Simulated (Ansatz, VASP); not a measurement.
## One calculation of MgB2, two programs

```
Mg B
1.0
     3.08500    0.00000    0.00000
    -1.54250    2.67169    0.00000
     0.00000    0.00000    3.52300
Mg B
1 2
Direct
  0.00000 0.00000 0.00000
  0.33333 0.66667 0.50000
  0.66667 0.33333 0.50000
```

Alike in both runs: task single point; functional PBEsol; k mesh 10 × 10 × 8; occupations methfessel-paxton of order 1, width 0.05 eV; no spin polarisation.

```csv
,VASP,Ansatz
version,VASP 6.6.1,Ansatz 0.2.0
potentials or method,"VASP PAW PBE potentials, release 64 (Mg, B), cutoff 520 eV",all-electron (LAPW or listed datasets)
```

Ansatz gave:

| Property | Result |
| --- | --- |
| gap on the k mesh at the Fermi level (eV) | none |
| pressure (GPa) | -3.0 |
| traceless stress, the component that is largest in VASP (GPa) | -0.35 |

**Question.** Which values does VASP return?

**Answer.** gap on the k mesh at the Fermi level (eV): none; pressure (GPa): -3.0; traceless stress, the component that is largest in VASP (GPa): -0.49.

VASP's potentials were made for PBE, not for PBEsol. A gap of «none» marks a metal or a gap that the smearing closes. Ansatz ran all-electron here, and VASP with PAW potentials.
